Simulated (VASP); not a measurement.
# NiO (Fm-3m) in VASP: further runs, part 4 of 4

VASP 6.6.1.

### 6 Electric field gradients, PBE, collinear spin, ferromagnetic start (volume scaled by 1.02)

Input file INCAR:

```
SYSTEM = NiO
PREC = Accurate
ENCUT = 520
EDIFF = 1E-8
ISMEAR = -1
SIGMA = 0.03
LREAL = .False.
LASPH = .True.
NELM = 150
ALGO = Normal
ISIF = 2
LWAVE = .False.
LCHARG = .False.
ISPIN = 2
MAGMOM = 1.5 0
LORBIT = 11
LMAXMIX = 4
GGA = PE
LEFG = .True.
NBANDS = 19
```

Input file KPOINTS:

```
regular mesh
0
Gamma
  15 15 15
  0 0 0
```

Input file POSCAR:

```
NiO
1.0
    0.0000000000      2.1051601387      2.1051601387
    2.1051601387      0.0000000000      2.1051601387
    2.1051601387      2.1051601387      0.0000000000
Ni O
1 1
Direct
    0.0000000000      0.0000000000      0.0000000000
    0.5000000000      0.5000000000      0.5000000000
```

Potentials or basis: VASP PAW PBE potentials, release 64 (Ni, O).

On the command line:

```sh
$ cat potpaw_PBE.64/Ni/POTCAR potpaw_PBE.64/O/POTCAR > POTCAR
$ mpirun -np 1 vasp_std > vasp.out
```

OUTCAR:

```text
SYSTEM = NiO
   PREC = Accurate
   ENCUT = 520
   EDIFF = 1E-8
   ISMEAR = -1
   LREAL = .False.
   LASPH = .True.
   NELM = 150
   ISIF = 2
   ISPIN = 2
   LORBIT = 11
   GGA = PE

 ion  position               nearest neighbor table
   1  0.000  0.000  0.000-   2 2.11   2 2.11   2 2.11   2 2.11   2 2.11   2 2.11
   2  0.500  0.500  0.500-   1 2.11   1 2.11   1 2.11   1 2.11   1 2.11   1 2.11

  LATTYP: Found a face centered cubic cell.
 ALAT       =     4.2103202774

  Lattice vectors:

 A1 = (   0.0000000000,   2.1051601387,   2.1051601387)
 A2 = (   2.1051601387,   0.0000000000,   2.1051601387)
 A3 = (   2.1051601387,   2.1051601387,   0.0000000000)

Analysis of symmetry for initial positions (statically):
=====================================================================
 Subroutine PRICEL returns:
 Original cell was already a primitive cell.

 Routine SETGRP: Setting up the symmetry group for a
 face centered cubic supercell.

 Subroutine GETGRP returns: Found 48 space group operations
 (whereof 48 operations were pure point group operations)
 out of a pool of 48 trial point group operations.

The static configuration has the point symmetry O_h .

Analysis of symmetry for dynamics (positions and initial velocities):
=====================================================================
 Subroutine PRICEL returns:
 Original cell was already a primitive cell.

 Routine SETGRP: Setting up the symmetry group for a
 face centered cubic supercell.

 Subroutine GETGRP returns: Found 48 space group operations
 (whereof 48 operations were pure point group operations)
 out of a pool of 48 trial point group operations.

The dynamic configuration has the point symmetry O_h .

Analysis of structural, dynamic, and magnetic symmetry:
=====================================================================
 Subroutine PRICEL returns:
 Original cell was already a primitive cell.

 Routine SETGRP: Setting up the symmetry group for a
 face centered cubic supercell.

 Subroutine GETGRP returns: Found 48 space group operations
 (whereof 48 operations were pure point group operations)
 out of a pool of 48 trial point group operations.

The overall configuration has the point symmetry O_h .

 Subroutine INISYM returns: Found 48 space group operations
 (whereof 48 operations are pure point group operations),
 and found     1 'primitive' translations

----------------------------------------------------------------------------------------

                                     Primitive cell

  volume of cell :      18.6589

  direct lattice vectors                    reciprocal lattice vectors
     0.000000000  2.105160139  2.105160139    -0.237511622  0.237511622  0.237511622
     2.105160139  0.000000000  2.105160139     0.237511622 -0.237511622  0.237511622
     2.105160139  2.105160139  0.000000000     0.237511622  0.237511622 -0.237511622

  length of vectors
     2.977146019  2.977146019  2.977146019     0.411382197  0.411382197  0.411382197

  position of ions in fractional coordinates (direct lattice)
     0.000000000  0.000000000  0.000000000
     0.500000000  0.500000000  0.500000000

  ion indices of the primitive-cell ions
[... 101 lines left out ...]
   LHFCALC =     F    Hartree Fock is set to
   AEXX    =    0.0000 exact exchange contribution
   IVDW    =     0    specifies the selected vdW correction
   LEPSILON=     F    determine dielectric tensor
   LRPA    =     F    only Hartree local field effects (RPA)
 spin polarized calculation
  energy-cutoff  :      520.00
  volume of cell :       18.66
 maximum number of plane-waves:       531
 NGX is ok and might be reduce to    24
   NGX = 11   NGY = 11   NGZ = 11

 number of electron      16.0000013 magnetization       1.7571057

 Free energy of the ion-electron system (eV)
  ---------------------------------------------------
  ext. energy  EPLUGINS =         0.00000000
  ---------------------------------------------------
  free energy    TOTEN  =       -11.48065452 eV

  energy without entropy =      -11.47694928  energy(sigma->0) =      -11.47880190

 E-fermi :   7.5510     XC(G=0): -12.5384

 val. band max:        7.5474857077   @ k =   0.4667   0.4000   0.0667
 cond. band min:       7.5529893149   @ k =  -0.2667   0.1333   0.0000
 fundamental gap:      0.0055036071
 Fermi energy:         7.5509949033

 spin component 1

 k-point     1 :       0.0000    0.0000    0.0000
  band No.  band energies     occupation
      1     -12.5939      1.00000
      2       4.4447      1.00000
      3       4.4447      1.00000
      4       4.6521      1.00000
      5       4.6521      1.00000
      6       4.6521      1.00000
[... 517 lines left out ...]
     18      34.9301      0.00000
     19      37.4420      0.00000

 [... further k-points ...]

 spin component 2

 k-point     1 :       0.0000    0.0000    0.0000
  band No.  band energies     occupation
      1     -12.1539      1.00000
      2       5.1588      1.00000
      3       5.1588      1.00000
      4       5.1588      1.00000
      5       5.7612      1.00000
      6       5.7614      1.00000
[... 517 lines left out ...]
     18      35.4478      0.00000
     19      38.0676      0.00000

 [... further k-points ...]
[... 5 lines left out ...]
  --------------------------------------------------------------------------------------
  -------------------------------------------------------------------------------------
  Total        0.0311396      0.0311396      0.0311396     -0.0000000      0.0000000      0.0000000
  in kB        2.6738535      2.6738535      2.6738535     -0.0000000      0.0000000      0.0000000
  external PRESSURE =       2.6738535 kB  Pullay stress =       0.0000000 kB

 VOLUME and BASIS-vectors are now :
 -----------------------------------------------------------------------------
  energy-cutoff  :      520.00
  volume of cell :       18.66
      direct lattice vectors                 reciprocal lattice vectors
     0.000000000  2.105160139  2.105160139    -0.237511622  0.237511622  0.237511622
     2.105160139  0.000000000  2.105160139     0.237511622 -0.237511622  0.237511622
     2.105160139  2.105160139  0.000000000     0.237511622  0.237511622 -0.237511622

 POSITION                                       TOTAL-FORCE (eV/Angst)
 -----------------------------------------------------------------------------------
      0.00000      0.00000      0.00000        -0.000000      0.000000     -0.000000
      2.10516      2.10516      2.10516         0.000000      0.000000      0.000000
 -----------------------------------------------------------------------------------
    total drift:                                0.000000     -0.000000     -0.000000

  FREE ENERGIE OF THE ION-ELECTRON SYSTEM (eV)
  ---------------------------------------------------
  free  energy   TOTEN  =       -11.4806545219 eV

  energy  without entropy=      -11.4769492792  energy(sigma->0) =      -11.47880190

 Electric field gradients (V/A^2)
---------------------------------------------------------------------
 ion       V_xx      V_yy      V_zz      V_xy      V_xz      V_yz
---------------------------------------------------------------------
   1      -0.000    -0.000     0.000    -0.003    -0.003    -0.003
   2      -0.000    -0.000     0.000    -0.002    -0.002    -0.002
---------------------------------------------------------------------

 Electric field gradients after diagonalization (V/A^2)
 (convention: |V_zz| > |V_xx| > |V_yy|)
----------------------------------------------------------------------
 ion       V_xx      V_yy      V_zz     asymmetry (V_yy - V_xx)/ V_zz
----------------------------------------------------------------------
   1       0.003     0.003    -0.005       0.000
   2       0.002     0.002    -0.004       0.000
----------------------------------------------------------------------

           NMR quadrupolar parameters

 Cq : quadrupolar parameter    Cq=e*Q*V_zz/h
 eta: asymmetry parameters     (V_yy - V_xx)/ V_zz
 Q  : nuclear electric quadrupole moment in mb (millibarn)
----------------------------------------------------------------------
 ion       Cq(MHz)       eta       Q (mb)
----------------------------------------------------------------------
   1      -0.000       0.000       1.000
   2      -0.000       0.000       1.000
----------------------------------------------------------------------

 total charge

# of ion       s       p       d       tot
------------------------------------------
    1        0.324   0.386   8.232   8.942
    2        1.557   3.411   0.000   4.967
--------------------------------------------------
tot          1.881   3.797   8.232  13.910

 magnetization (x)

# of ion       s       p       d       tot
------------------------------------------
    1        0.011   0.015   1.419   1.445
    2        0.027   0.241   0.000   0.268
--------------------------------------------------
tot          0.039   0.255   1.419   1.713
```

OSZICAR:

```text
N       E                     dE             d eps       ncg     rms          rms(c)
DAV:   1     0.824026422753E+02    0.82403E+02   -0.70433E+03  9792   0.104E+03
[... 12 lines left out ...]
DAV:  14    -0.114806529014E+02    0.39313E-05   -0.18945E-05 12329   0.672E-02    0.917E-03
DAV:  15    -0.114806541746E+02   -0.12733E-05   -0.26253E-06  9603   0.155E-02    0.569E-03
DAV:  16    -0.114806544775E+02   -0.30285E-06   -0.50518E-07 12443   0.190E-02    0.106E-03
DAV:  17    -0.114806545730E+02   -0.95532E-07   -0.13634E-07 12961   0.644E-03    0.171E-03
DAV:  18    -0.114806545505E+02    0.22486E-07   -0.17866E-08  8628   0.257E-03    0.100E-03
DAV:  19    -0.114806545283E+02    0.22261E-07   -0.10061E-08  6492   0.202E-03    0.118E-04
DAV:  20    -0.114806545219E+02    0.63746E-08   -0.38516E-09  4773   0.471E-04
   1 F= -.11480655E+02 E0= -.11478802E+02  d E =-.370524E-02  mag=     1.7571
```

stdout:

```text
POSCAR found type information on POSCAR NiO
 POSCAR found :  2 types and       2 ions
 scaLAPACK will be used
 LDA part: xc-table for (Slater+PW92), standard interpolation
 POSCAR, INCAR and KPOINTS ok, starting setup
 FFT: planning ... GRIDC
 FFT: planning ... GRID_SOFT
 FFT: planning ... GRID
 WAVECAR not read
 entering main loop
ion   1

ion   2
```

Run time: 76 s. Hardware: 1 thread of Intel Xeon Platinum 8259CL at 2.50GHz (Skylake/Cascade Lake), shared host; peak memory 0.19 GiB.

Results:

| Item | Value |
| --- | --- |
| Free energy | -11.4807 eV |
| Pressure | 0.3 GPa |
| Net moment | 1.76 μB per cell |
| Site moments | Ni +1.45; O +0.27 μB |
| Valence electrons inside the program's atomic spheres | Ni 8.94; O 4.97 |

Levels at points of the mesh, in eV from the Fermi level:
Spin up:
```
           k point  band 5  band 6  band 7  band 8  band 9  band 10  band 11  band 12  band 13  band 14
(0.00, 0.00, 0.00)   -2.90   -2.90   -2.60   -2.60   -2.60     1.40    17.78    18.74    18.74    18.74
```
Spin down:
```
           k point  band 4  band 5  band 6  band 7  band 8  band 9  band 10  band 11
(0.00, 0.00, 0.00)   -2.39   -1.79   -1.79   -1.79   -0.56   -0.56     1.75    17.71
```

Caveat: without QUAD_EFG the Cq values of the log hold for a quadrupole moment of 1 mb, not for the nuclei; a cell with one magnetic atom can't hold antiferromagnetic order, which such compounds often take; semilocal functionals often make such compounds metallic where correlation or magnetic order opens a gap, which also shifts bond lengths.

### 7 The runs side by side

| cell | gap on the mesh (eV) | pressure (GPa) | moment (μB) |
| --- | --- | --- | --- |
| a = 2.898 Å, angles 60.0°, 2 atoms | none | 16.5 | 1.52 |
| a = 2.938 Å, angles 60.0°, 2 atoms | none | 7.7 | 1.66 |
| a = 2.958 Å, angles 60.0°, 2 atoms | none | 3.8 | 1.71 |
| a = 2.977 Å, angles 60.0°, 2 atoms | none | 0.3 | 1.76 |

Alike in all rows: task electric field gradients; level PBE; potentials or basis VASP PAW PBE potentials, release 64 (Ni, O); spin collinear, ferromagnetic start; k mesh 15 × 15 × 15; cutoff (eV) 520; smearing fermi-dirac 0.03 eV.

Caveats: a cell with one magnetic atom can't hold antiferromagnetic order, which such compounds often take; semilocal functionals often make such compounds metallic where correlation or magnetic order opens a gap, which also shifts bond lengths.

Total energies depend on the potentials used, so only differences within one code and one set of settings carry meaning.
